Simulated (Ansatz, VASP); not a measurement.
**Two plane-wave programs on Ti12H**

```
Ti H
1.0
     5.90000    0.00000    0.00000
    -4.42500    7.66432    0.00000
     0.00000    0.00000    4.68460
Ti H
12 1
Direct
  0.00119 0.00160 0.99821
  0.16587 0.22165 0.49618
  0.99819 0.33179 0.00013
  0.16408 0.55181 0.49990
  0.99241 0.66392 0.00133
  0.16370 0.89122 0.49785
  0.50295 0.00418 0.99909
  0.66827 0.22368 0.49838
  0.50078 0.33378 0.00230
  0.66521 0.55372 0.50015
  0.50344 0.66401 0.00106
  0.67324 0.89124 0.49756
  0.33312 0.77756 0.74832
```

Alike in both runs: functional PBE; k mesh 4 × 3 × 5; occupations fermi-dirac, width 0.15 eV; no spin polarisation.

Ansatz relaxed the structure, and its values are those at the end. VASP's run is a single point on that final structure, the one shown.

```csv
,VASP,Ansatz
version,VASP 6.6.1,Ansatz 0.2.0
potentials or method,"VASP PAW PBE potentials, release 64 (Ti_sv, H), cutoff 520 eV","scalar-relativistic, plane waves, PAW"
valence electrons in the cell,145,145
```

VASP gave:

| Property | Result |
| --- | --- |
| rms of the force components (eV/Å) | 0.011 |

Estimate Ansatz's values.

rms of the force components (eV/Å): 0.010.
